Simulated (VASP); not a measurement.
# Pb (Fm-3m) in VASP: further runs

Pb is run at these levels: PBEsol; tasks: single point.

Program: VASP 6.6.1. These are calculated values, not measurements. Logs are shortened: lines on timing, memory, paths and dates and some standing lists are left out, and cuts for length are marked.

## 1. The cell of the first run

It takes space group Fm-3m (No. 225, cubic). Conventional cell: a = 3.636 Å, b = 3.636 Å, c = 3.636 Å, α = 90.00°, β = 90.00°, γ = 90.00°. Pb (site symmetry m-3m) has 12 Pb at 2.57 Å within 3.4 Å.

## 2. Single point, PBEsol (12.02 Å³/atom)

INCAR

```
SYSTEM = Pb
PREC     = Accurate       ! precision mode
ENCUT    = 520            ! plane-wave cutoff, eV
EDIFF    = 1E-6           ! SCF threshold, eV
ISMEAR   = -1             ! smearing method
SIGMA    = 0.1            ! smearing width, eV
LREAL    = .False.        ! projectors in reciprocal space
LASPH    = .True.         ! aspherical terms in the spheres
NELM     = 100            ! most SCF steps
ALGO     = Normal         ! electronic algorithm
ISIF     = 2              ! what is computed and relaxed
LWAVE    = .False.        ! write WAVECAR
LCHARG   = .False.        ! write CHGCAR
GGA      = PS             ! functional
NBANDS   = 13             ! bands
```

KPOINTS

```
regular mesh
0
Gamma
  15 15 15
  0 0 0
```

POSCAR

```
Pb
1.0
    0.0000000000      1.8179545557      1.8179545557
    1.8179545557      0.0000000000      1.8179545557
    1.8179545557      1.8179545557      0.0000000000
Pb
1
Direct
    0.0000000000      0.0000000000      0.0000000000
```

Potentials or basis: VASP PAW PBE potentials, release 64 (Pb_d).

Launch:

```
cat potpaw_PBE.64/Pb_d/POTCAR > POTCAR
mpirun -np 1 vasp_std > vasp.out
```

OUTCAR:

```text
SYSTEM = Pb
   PREC = Accurate
   ENCUT = 520
   EDIFF = 1E-6
   ISMEAR = -1
   LREAL = .False.
   LASPH = .True.
   NELM = 100
   ISIF = 2
   GGA = PS

 ion  position               nearest neighbor table
   1  0.000  0.000  0.000-

  LATTYP: Found a face centered cubic cell.
 ALAT       =     3.6359091114

  Lattice vectors:

 A1 = (   0.0000000000,   1.8179545557,   1.8179545557)
 A2 = (   1.8179545557,   0.0000000000,   1.8179545557)
 A3 = (   1.8179545557,   1.8179545557,   0.0000000000)

Analysis of symmetry for initial positions (statically):
=====================================================================
 Subroutine PRICEL returns:
 Original cell was already a primitive cell.

 Routine SETGRP: Setting up the symmetry group for a
 face centered cubic supercell.

 Subroutine GETGRP returns: Found 48 space group operations
 (whereof 48 operations were pure point group operations)
 out of a pool of 48 trial point group operations.

The static configuration has the point symmetry O_h .

Analysis of symmetry for dynamics (positions and initial velocities):
=====================================================================
 Subroutine PRICEL returns:
 Original cell was already a primitive cell.

 Routine SETGRP: Setting up the symmetry group for a
 face centered cubic supercell.

 Subroutine GETGRP returns: Found 48 space group operations
 (whereof 48 operations were pure point group operations)
 out of a pool of 48 trial point group operations.

The dynamic configuration has the point symmetry O_h .

 Subroutine INISYM returns: Found 48 space group operations
 (whereof 48 operations are pure point group operations),
 and found     1 'primitive' translations

----------------------------------------------------------------------------------------

                                     Primitive cell

  volume of cell :      12.0165

  direct lattice vectors                    reciprocal lattice vectors
     0.000000000  1.817954556  1.817954556    -0.275034378  0.275034378  0.275034378
     1.817954556  0.000000000  1.817954556     0.275034378 -0.275034378  0.275034378
     1.817954556  1.817954556  0.000000000     0.275034378  0.275034378 -0.275034378

  length of vectors
     2.570975988  2.570975988  2.570975988     0.476373516  0.476373516  0.476373516

  position of ions in fractional coordinates (direct lattice)
     0.000000000  0.000000000  0.000000000

  ion indices of the primitive-cell ions
   primitive index   ion index
                 1           1

----------------------------------------------------------------------------------------

 KPOINTS: regular mesh

Automatic generation of k-mesh.
 Grid dimensions read from file:
 generate k-points for:   15   15   15

 Generating k-lattice:

  Cartesian coordinates                     Fractional coordinates (reciprocal lattice)
    -0.018335625  0.018335625  0.018335625     0.066666667  0.000000000  0.000000000
     0.018335625 -0.018335625  0.018335625     0.000000000  0.066666667  0.000000000
     0.018335625  0.018335625 -0.018335625     0.000000000  0.000000000  0.066666667

  Length of vectors
     0.031758234  0.031758234  0.031758234

  Shift w.r.t. Gamma in fractional coordinates (k-lattice)
     0.000000000  0.000000000  0.000000000

 Subroutine IBZKPT returns following result:
 ===========================================

 Found    120 irreducible k-points:

 Following reciprocal coordinates:
            Coordinates               Weight
  0.000000  0.000000  0.000000      1.000000
  0.066667  0.000000  0.000000      8.000000
  0.133333  0.000000  0.000000      8.000000
  0.200000  0.000000  0.000000      8.000000
  0.266667  0.000000  0.000000      8.000000
  0.333333  0.000000  0.000000      8.000000
[... 16 lines left out ...]
  0.133333  0.133333  0.000000      6.000000
  0.200000  0.133333  0.000000     24.000000
 [... further k-points ...]
   k-points           NKPTS =    120   k-points in BZ     NKDIM =    120   number of bands    NBANDS=     13
   number of dos      NEDOS =    301   number of ions     NIONS =      1
   total plane-waves  NPLWV =   8000
   dimension x,y,z NGX =    20 NGY =   20 NGZ =   20
   dimension x,y,z NGXF=    40 NGYF=   40 NGZF=   40
   ions per type =               1
   NGX,Y,Z   is equivalent  to a cutoff of  12.93, 12.93, 12.93 a.u.
   NGXF,Y,Z  is equivalent  to a cutoff of  25.87, 25.87, 25.87 a.u.
 SYSTEM =  Pb
   PREC   = accura    normal or accurate (medium, high low for compatibility)
   ISTART =      0    job   : 0-new  1-cont  2-samecut
   ICHARG =      2    charge: 1-file 2-atom 10-const
   ISPIN  =      1    spin polarized calculation?
   LNONCOLLINEAR =      F non collinear calculations
   LSORBIT =      F    spin-orbit coupling
   LASPH  =      T    aspherical Exc in radial PAW
   ENCUT  =  520.0 eV  38.22 Ry    6.18 a.u.   4.78  4.78  4.78*2*pi/ulx,y,z
   NELM   =    100;   NELMIN=  2; NELMDL= -5     # of ELM steps
   EDIFF  = 0.1E-05   stopping-criterion for ELM
   LREAL  =      F    real-space projection
   EDIFFG = 0.1E-04   stopping-criterion for IOM
   NSW    =      0    number of steps for IOM
   IBRION =     -1    ionic relax: 0-MD 1-quasi-New 2-CG
   NFREE  =      0    steps in history (QN), initial steepest desc. (CG)
   ISIF   =      2    stress and relaxation
   ISYM   =      2    0-nonsym 1-usesym 2-fastsym
   POTIM  = 0.5000    time-step for ionic-motion
   TEBEG  =    0.0;   TEEND  =   0.0 temperature during run
   PSTRESS=    0.0 pullay stress
   NELECT =      14.0000    total number of electrons
   NUPDOWN=      -1.0000    fix difference up-down
   EMIN   =  10.00;   EMAX   =-10.00  energy-range for DOS
   EFERMI =   0.00;   METHOD = LEGACY
   ISMEAR =    -1;   SIGMA  =   0.10  broadening in eV -4-tet -1-fermi 0-gaus
   EFERMI_NEDOS =   21; number of points for ismear=-14 and -15
   IALGO  =     38    algorithm
   IMIX   =      4    mixing-type and parameters
     AMIX     =   0.40;   BMIX     =  1.00
     AMIX_MAG =   1.60;   BMIX_MAG =  1.00
  volume/ion in A,a.u.               =      12.02        81.09
  Fermi-wavevector in a.u.,A,eV,Ry     =   1.722627  3.255292 40.374506  2.967442
  Thomas-Fermi vector in A             =   2.798656
   LORBIT       =      0    0 simple, 1 ext, 2 COOP (PROOUT), +10 PAW based schemes
   GGA     = PS    functional components
   LHFCALC =     F    Hartree Fock is set to
   AEXX    =    0.0000 exact exchange contribution
   IVDW    =     0    specifies the selected vdW correction
   LEPSILON=     F    determine dielectric tensor
   LRPA    =     F    only Hartree local field effects (RPA)
 non-spin polarized calculation
  energy-cutoff  :      520.00
  volume of cell :       12.02
 maximum number of plane-waves:       334
   NGX =  9   NGY =  9   NGZ =  9

 number of electron      14.0000001 magnetization

 Free energy of the ion-electron system (eV)
  ---------------------------------------------------
  ext. energy  EPLUGINS =         0.00000000
  ---------------------------------------------------
  free energy    TOTEN  =         5.56071359 eV

  energy without entropy =        5.57057747  energy(sigma->0) =        5.56564553

 E-fermi :  25.2624     XC(G=0): -15.6477

 val. band max:       25.1833325002   @ k =  -0.4000   0.2667   0.0000
 cond. band min:      25.2826686132   @ k =   0.4667   0.3333   0.1333
 fundamental gap:      0.0993361131
 Fermi energy:        25.2623793576

 k-point     1 :       0.0000    0.0000    0.0000
  band No.  band energies     occupation
      1       1.3645      2.00000
      2       3.5165      2.00000
      3       3.5165      2.00000
      4       3.5165      2.00000
      5       5.1192      2.00000
      6       5.1192      2.00000
      7      31.1385      0.00000
      8      36.5360      0.00000
      9      36.5360      0.00000
     10      36.5360      0.00000
     11      43.8458      0.00000
     12      47.4895      0.00000
     13      47.4895      0.00000

 k-point     2 :       0.0667    0.0000    0.0000
  band No.  band energies     occupation
      1       1.5592      2.00000
      2       3.4838      2.00000
      3       3.5761      2.00000
      4       3.5761      2.00000
      5       5.0992      2.00000
      6       5.0992      2.00000
      7      31.3333      0.00000
      8      35.4500      0.00000
      9      36.7626      0.00000
     10      36.7626      0.00000
     11      44.5648      0.00000
     12      46.1566      0.00000
     13      46.6772      0.00000

 k-point     3 :       0.1333    0.0000    0.0000
  band No.  band energies     occupation
      1       2.0392      2.00000
      2       3.5045      2.00000
      3       3.7206      2.00000
      4       3.7206      2.00000
      5       5.0744      2.00000
      6       5.0744      2.00000
      7      31.6246      0.00000
      8      33.3054      0.00000
      9      37.3949      0.00000
     10      37.3949      0.00000
     11      42.5664      0.00000
     12      44.7502      0.00000
     13      44.7502      0.00000
[... 305 lines left out ...]
 k-point    23 :       0.1333    0.1333    0.0000
  band No.  band energies     occupation
      1       2.3408      2.00000
      2       3.1303      2.00000
      3       3.9429      2.00000
      4       3.9429      2.00000
      5       4.7942      2.00000
      6       5.3129      2.00000
      7      32.1805      0.00000
      8      34.6656      0.00000
      9      35.6495      0.00000
     10      35.6495      0.00000
     11      43.9263      0.00000
     12      43.9801      0.00000
     13      43.9801      0.00000

 k-point    24 :       0.2000    0.1333    0.0000
  band No.  band energies     occupation
      1       2.7456      2.00000
      2       3.0311      2.00000
      3       4.1061      2.00000
      4       4.1467      2.00000
      5       4.9381      2.00000
      6       5.4275      2.00000
      7      32.0965      0.00000
      8      33.1414      0.00000
      9      35.0406      0.00000
     10      36.1887      0.00000
     11      41.2303      0.00000
     12      43.5023      0.00000
     13      44.0988      0.00000

 [... further k-points ...]

------------------------ aborting loop because EDIFF is reached ----------------------------------------

  FORCE on cell =-STRESS in cart. coord.  units (eV):
  Direction    XX          YY          ZZ          XY          YZ          ZX
  --------------------------------------------------------------------------------------
  -------------------------------------------------------------------------------------
  Total       31.2814560     31.2814560     31.2814560     -0.0000000     -0.0000000      0.0000000
  in kB     4170.7914782   4170.7914782   4170.7914782     -0.0000000     -0.0000000      0.0000000
  external PRESSURE =    4170.7914782 kB  Pullay stress =       0.0000000 kB

 VOLUME and BASIS-vectors are now :
 -----------------------------------------------------------------------------
  energy-cutoff  :      520.00
  volume of cell :       12.02
      direct lattice vectors                 reciprocal lattice vectors
     0.000000000  1.817954556  1.817954556    -0.275034378  0.275034378  0.275034378
     1.817954556  0.000000000  1.817954556     0.275034378 -0.275034378  0.275034378
     1.817954556  1.817954556  0.000000000     0.275034378  0.275034378 -0.275034378

 POSITION                                       TOTAL-FORCE (eV/Angst)
 -----------------------------------------------------------------------------------
      0.00000      0.00000      0.00000         0.000000     -0.000000      0.000000
 -----------------------------------------------------------------------------------
    total drift:                                0.000000      0.000000      0.000000

  FREE ENERGIE OF THE ION-ELECTRON SYSTEM (eV)
  ---------------------------------------------------
  free  energy   TOTEN  =         5.5607135933 eV

  energy  without entropy=        5.5705774692  energy(sigma->0) =        5.56564553
```

Run time: 22 s. Hardware: 1 thread of Intel Xeon 8259CL, shared host; peak memory 0.14 GiB.

Results:

- Free energy: 5.5607 eV
- Pressure: 417.1 GPa
- Band gap on the k mesh: zero (bands 7 and 8 overlap by 11.65 eV)

Levels at points of the mesh, in eV from the Fermi level:
```
           k point  band 4  band 5  band 6  band 7  band 8  band 9  band 10  band 11
(0.00, 0.00, 0.00)  -21.75  -20.14  -20.14    5.88   11.27   11.27    11.27    18.58
```

Caveat: the cell stands under pressure; the PAW data sets were made with another functional, which shifts forces and pressure a little; spin-orbit coupling is left out, which moves the levels of the heavy elements.

## 3. Single point, PBEsol (12.02 Å³/atom)

INCAR

```
ALGO = Normal
EDIFF = 1E-7
ENCUT = 520
GGA = PS
ISIF = 2
ISMEAR = -1
LASPH = True
LCHARG = False
LREAL = False
LWAVE = False
NBANDS = 13
NELM = 100
PREC = Accurate
SIGMA = 0.1
```

KPOINTS

```
k-points
0
Gamma
  15 15 15
```

POSCAR is that of step 2.

Potentials or basis: VASP PAW PBE potentials, release 64 (Pb_d).

Launch:

```
cat potpaw_PBE.64/Pb_d/POTCAR > POTCAR
mpirun -np 1 vasp_std > vasp.out
```

OUTCAR:

```text
EDIFF = 1E-7
   ENCUT = 520
   GGA = PS
   ISIF = 2
   ISMEAR = -1
   LASPH = True
   LREAL = False
   NELM = 100
   PREC = Accurate

 ion  position               nearest neighbor table
   1  0.000  0.000  0.000-

  LATTYP: Found a face centered cubic cell.
 ALAT       =     3.6359091114

  Lattice vectors:

 A1 = (   0.0000000000,   1.8179545557,   1.8179545557)
 A2 = (   1.8179545557,   0.0000000000,   1.8179545557)
 A3 = (   1.8179545557,   1.8179545557,   0.0000000000)

Analysis of symmetry for initial positions (statically):
=====================================================================
 Subroutine PRICEL returns:
 Original cell was already a primitive cell.

 Routine SETGRP: Setting up the symmetry group for a
 face centered cubic supercell.

 Subroutine GETGRP returns: Found 48 space group operations
 (whereof 48 operations were pure point group operations)
 out of a pool of 48 trial point group operations.

The static configuration has the point symmetry O_h .

Analysis of symmetry for dynamics (positions and initial velocities):
[... 167 lines left out ...]
      3       3.5163      2.00000
      4       3.5163      2.00000
      5       5.1190      2.00000
      6       5.1190      2.00000
      7      31.1385      0.00000
      8      36.5359      0.00000
      9      36.5359      0.00000
     10      36.5359      0.00000
     11      43.8456      0.00000
     12      47.4892      0.00000
     13      47.4892      0.00000
[... 354 lines left out ...]
  band No.  band energies     occupation
      1       2.7454      2.00000
      2       3.0310      2.00000
      3       4.1059      2.00000
      4       4.1465      2.00000
      5       4.9379      2.00000
      6       5.4273      2.00000
      7      32.0964      0.00000
      8      33.1413      0.00000
      9      35.0404      0.00000
     10      36.1886      0.00000
     11      41.2300      0.00000
     12      43.5022      0.00000
     13      44.0986      0.00000

 [... further k-points ...]

------------------------ aborting loop because EDIFF is reached ----------------------------------------

  FORCE on cell =-STRESS in cart. coord.  units (eV):
  Direction    XX          YY          ZZ          XY          YZ          ZX
  --------------------------------------------------------------------------------------
  -------------------------------------------------------------------------------------
  Total       31.2952871     31.2952871     31.2952871      0.0000000      0.0000000      0.0000000
  in kB     4172.6355979   4172.6355979   4172.6355979      0.0000000      0.0000000      0.0000000
  external PRESSURE =    4172.6355979 kB  Pullay stress =       0.0000000 kB

 VOLUME and BASIS-vectors are now :
 -----------------------------------------------------------------------------
  energy-cutoff  :      520.00
  volume of cell :       12.02
      direct lattice vectors                 reciprocal lattice vectors
     0.000000000  1.817954556  1.817954556    -0.275034378  0.275034378  0.275034378
     1.817954556  0.000000000  1.817954556     0.275034378 -0.275034378  0.275034378
     1.817954556  1.817954556  0.000000000     0.275034378  0.275034378 -0.275034378

 POSITION                                       TOTAL-FORCE (eV/Angst)
 -----------------------------------------------------------------------------------
      0.00000      0.00000      0.00000         0.000000     -0.000000      0.000000
 -----------------------------------------------------------------------------------
    total drift:                                0.000000      0.000000      0.000000

  FREE ENERGIE OF THE ION-ELECTRON SYSTEM (eV)
  ---------------------------------------------------
  free  energy   TOTEN  =         5.5607141296 eV

  energy  without entropy=        5.5705777987  energy(sigma->0) =        5.56564596
```

OSZICAR:

```text
N       E                     dE             d eps       ncg     rms          rms(c)
DAV:   1     0.107285793373E+03    0.10729E+03   -0.70900E+03  3356   0.167E+03
DAV:   2     0.876139857129E+01   -0.98524E+02   -0.93908E+02  3430   0.341E+02
DAV:   3     0.524541502177E+01   -0.35160E+01   -0.34924E+01  3781   0.692E+01
DAV:   4     0.519850071758E+01   -0.46914E-01   -0.46899E-01  3719   0.727E+00
DAV:   5     0.519733812077E+01   -0.11626E-02   -0.11626E-02  4048   0.113E+00    0.323E+00
DAV:   6     0.543252519772E+01    0.23519E+00   -0.55471E-02  4805   0.629E+00    0.172E+00
DAV:   7     0.555664504751E+01    0.12412E+00   -0.55399E-02  4791   0.524E+00    0.150E-01
DAV:   8     0.556071760822E+01    0.40726E-02   -0.31033E-03  4007   0.103E+00    0.291E-02
DAV:   9     0.556067026358E+01   -0.47345E-04   -0.69550E-05  3970   0.990E-02    0.201E-02
DAV:  10     0.556071344297E+01    0.43179E-04   -0.11028E-05  3897   0.556E-02    0.858E-04
DAV:  11     0.556071358958E+01    0.14661E-06   -0.23425E-07  3779   0.617E-03    0.570E-04
DAV:  12     0.556071410947E+01    0.51989E-06   -0.45157E-08  2348   0.432E-03    0.145E-04
DAV:  13     0.556071412955E+01    0.20086E-07   -0.34823E-09  1935   0.619E-04
   1 F= 0.55607141E+01 E0= 0.55656460E+01  d E =-.986367E-02
```

Wall time 26 s (1 thread of Intel Xeon 8259CL, shared host); peak memory 0.14 GiB.

Results:

| Item | Value |
| --- | --- |
| Free energy | 5.5607 eV |
| Pressure | 417.3 GPa |
| Band gap on the k mesh | zero (bands 7 and 8 overlap by 11.65 eV) |

Caveat: the cell stands under pressure; the PAW data sets were made with another functional, which shifts forces and pressure a little; spin-orbit coupling is left out, which moves the levels of the heavy elements.

## 4. Single point, PBEsol (13.52 Å³/atom)

This run uses another cell than the first one, of 13.52 Å³/atom.

INCAR

```
  PREC = Accurate
  ENCUT = 520
  EDIFF = 1E-7
  ISMEAR = -1
  SIGMA = 0.1
  LREAL = False
  LASPH = True
  NELM = 100
  ALGO = Normal
  ISIF = 2
  LWAVE = False
  LCHARG = False
  GGA = PS
  NBANDS = 13
```

KPOINTS

```
Automatic mesh
0
Gamma
  15 15 15
```

POSCAR

```
Pb
1.0
    0.0000000000      1.8907489312      1.8907489312
    1.8907489312      0.0000000000      1.8907489312
    1.8907489312      1.8907489312      0.0000000000
Pb
1
Direct
    0.0000000000      0.0000000000      0.0000000000
```

Launch:

```
cat potpaw_PBE.64/Pb_d/POTCAR > POTCAR
mpirun -np 1 vasp_std > vasp.out
```

It took 28 s on 1 thread of Intel Xeon 8259CL, shared host; peak memory 0.14 GiB.

The run converged. Its results:

```yaml
Free_energy: 2.3875 eV
Pressure: 271.4 GPa
Band_gap_on_the_k_mesh: zero (bands 7 and 8 overlap by 11.52 eV)
```

Levels at points of the mesh, in eV from the Fermi level:
```tsv
k point	band 4	band 5	band 6	band 7	band 8	band 9	band 10	band 11
(0.00, 0.00, 0.00)	-20.52	-19.29	-19.29	7.07	11.58	11.58	11.58	18.35
```

Caveat: the cell stands under pressure; the PAW data sets were made with another functional, which shifts forces and pressure a little; spin-orbit coupling is left out, which moves the levels of the heavy elements.

(Part 1 of 2 ends here.)
